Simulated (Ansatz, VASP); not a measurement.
SnO2 in VASP and in Ansatz

Contents of INCAR:

```
SYSTEM = SnO2
ALGO     = Normal         ! electronic algorithm
EDIFF    = 1E-6           ! SCF threshold, eV
ENCUT    = 520            ! plane-wave cutoff, eV
GGA      = PE             ! functional
ISIF     = 2              ! what is computed and relaxed
ISMEAR   = 0              ! smearing method
IVDW     = 12             ! dispersion correction
LASPH    = .TRUE.         ! aspherical terms in the spheres
LCHARG   = .FALSE.        ! write CHGCAR
LREAL    = .FALSE.        ! projectors in reciprocal space
LWAVE    = .FALSE.        ! write WAVECAR
NBANDS   = 35             ! bands
NELM     = 60             ! most SCF steps
PREC     = Accurate       ! precision mode
SIGMA    = 0.05           ! smearing width, eV
```

The input KPOINTS:

```
k-points
0
G
  12 12 4
  0 0 0
```

File POSCAR:

```
SnO2
1.0
    3.0408130292      0.0000000000      0.0000000000
   -1.5204065146      2.6334213315      0.0000000000
    0.0000000000      0.0000000000     10.6014905451
Sn O
2 4
Direct
    0.0000000000      0.0000000000      0.5000000000
    0.0000000000      0.0000000000      0.0000000000
    0.6666666667      0.3333333333      0.4017901367
    0.6666666667      0.3333333333      0.0982098633
    0.3333333333      0.6666666667      0.5982098633
    0.3333333333      0.6666666667      0.9017901367
```

Input for Ansatz:

```yaml
crystal:
  lattice:
    - [3.0408130292, 0.0, 0.0]
    - [-1.5204065146, 2.6334213315, 0.0]
    - [0.0, 0.0, 10.6014905451]
  atoms:
    - { symbol: Sn, position: [0.0, 0.0, 0.5] }
    - { symbol: Sn, position: [0.0, 0.0, 0.0] }
    - { symbol: O, position: [0.6666666667, 0.3333333333, 0.4017901367] }
    - { symbol: O, position: [0.6666666667, 0.3333333333, 0.0982098633] }
    - { symbol: O, position: [0.3333333333, 0.6666666667, 0.5982098633] }
    - { symbol: O, position: [0.3333333333, 0.6666666667, 0.9017901367] }
basis:
  ecutwfc: 520.0
kpoints:
  mp_grid: { grid: [12, 12, 4] }
hamiltonian:
  xc: pbe
  dispersion: d3bj
scf:
  occupations: { method: gaussian, width: 0.05 }
output:
  forces: true
  stress: true
  eigenvalues: true
```

Alike in both runs: task single point; functional PBE; dispersion D3(BJ); k mesh 12 × 12 × 4; occupations gaussian, width 0.05 eV; no spin polarisation.

|  | VASP | Ansatz |
| --- | --- | --- |
| version | VASP 6.6.1 | Ansatz 0.2.0 |
| potentials or method | VASP PAW PBE potentials, release 64 (Sn_d, O), cutoff 520 eV | scalar-relativistic, plane waves, PAW |
| valence electrons in the cell | 52 | 52 |

Ansatz gave:

```
gap on the k mesh at the Fermi level (eV)                     : 3.21
least direct gap on the mesh (eV)                             : 3.74
pressure (GPa)                                                : 19.8
traceless stress, the component that is largest in VASP (GPa) : -13.11
rms of the force components (eV/Å)                            : 0.445
```

Task: Which values does VASP return?

Result: gap on the k mesh at the Fermi level (eV): 3.18; least direct gap on the mesh (eV): 3.72; pressure (GPa): 20.6; traceless stress, the component that is largest in VASP (GPa): -13.51; rms of the force components (eV/Å): 0.481.

Atom by atom the forces differ by 0.036 eV/Å (rms over components).
